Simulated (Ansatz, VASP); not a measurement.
Al2O3 in VASP and in Ansatz

The input INCAR:

```
SYSTEM = Al2O3
PREC = Accurate
ENCUT = 520
EDIFF = 1E-7
ISMEAR = 0
SIGMA = 0.05
LREAL = .False.
LASPH = .True.
NELM = 100
ALGO = Normal
ISIF = 2
LWAVE = .False.
LCHARG = .False.
GGA = PS
NBANDS = 35
```

KPOINTS

```
Automatic mesh
0
Gamma
  6 6 6
  0 0 0
```

POSCAR

```
Al2O3
1.0
    2.3237152110      1.3415976026      4.5758599934
   -2.3237152110      1.3415976026      4.5758599934
    0.0000000000     -2.6831952051      4.5758599934
Al O
4 6
Direct
    0.8520350473      0.8520350473      0.8520350473
    0.6479649527      0.6479649527      0.6479649527
    0.1479649527      0.1479649527      0.1479649527
    0.3520350473      0.3520350473      0.3520350473
    0.0558571577      0.4441428423      0.7500000000
    0.7500000000      0.0558571577      0.4441428423
    0.4441428423      0.7500000000      0.0558571577
    0.9441428423      0.5558571577      0.2500000000
    0.2500000000      0.9441428423      0.5558571577
    0.5558571577      0.2500000000      0.9441428423
```

Input for Ansatz:

```yaml
crystal:
  lattice:
    - [2.323715211, 1.3415976026, 4.5758599934]
    - [-2.323715211, 1.3415976026, 4.5758599934]
    - [0.0, -2.6831952051, 4.5758599934]
  atoms:
    - { symbol: Al, position: [0.8520350473, 0.8520350473, 0.8520350473] }
    - { symbol: Al, position: [0.6479649527, 0.6479649527, 0.6479649527] }
    - { symbol: Al, position: [0.1479649527, 0.1479649527, 0.1479649527] }
    - { symbol: Al, position: [0.3520350473, 0.3520350473, 0.3520350473] }
    - { symbol: O, position: [0.0558571577, 0.4441428423, 0.75] }
    - { symbol: O, position: [0.75, 0.0558571577, 0.4441428423] }
    - { symbol: O, position: [0.4441428423, 0.75, 0.0558571577] }
    - { symbol: O, position: [0.9441428423, 0.5558571577, 0.25] }
    - { symbol: O, position: [0.25, 0.9441428423, 0.5558571577] }
    - { symbol: O, position: [0.5558571577, 0.25, 0.9441428423] }
basis:
  ecutwfc: 520.0
kpoints:
  mp_grid: { grid: [6, 6, 6] }
hamiltonian:
  xc: pbesol
  pseudopotentials: { kind: paw, azcp: { folder: soft_1 } }
scf:
  occupations: { method: gaussian, width: 0.05 }
output:
  forces: true
  stress: true
  eigenvalues: true
```

Alike in both runs: task single point; functional PBEsol; k mesh 6 × 6 × 6; occupations gaussian, width 0.05 eV; no spin polarisation.

|  | VASP | Ansatz |
| --- | --- | --- |
| version | VASP 6.6.1 | Ansatz 0.2.0 |
| potentials or method | VASP PAW PBE potentials, release 64 (Al, O), cutoff 520 eV | scalar-relativistic, plane waves, PAW |
| valence electrons in the cell | 48 | 48 |

|  | VASP | Ansatz | Ansatz less VASP |
| --- | --- | --- | --- |
| gap on the k mesh at the Fermi level (eV) | 5.72 | 5.71 | -0.007 |
| least direct gap on the mesh (eV) | 5.72 | 5.71 | -0.007 |
| pressure (GPa) | 1.5 | 1.4 | -0.16 |
| traceless stress, the component that is largest in VASP (GPa) | -22.30 | -22.22 | +0.076 |
| rms of the force components (eV/Å) | 0.176 | 0.176 | -0.0001 |

VASP's potentials were made for PBE, not for PBEsol, and Ansatz warns of the same on its side. Atom by atom the forces differ by 0.004 eV/Å (rms over components).
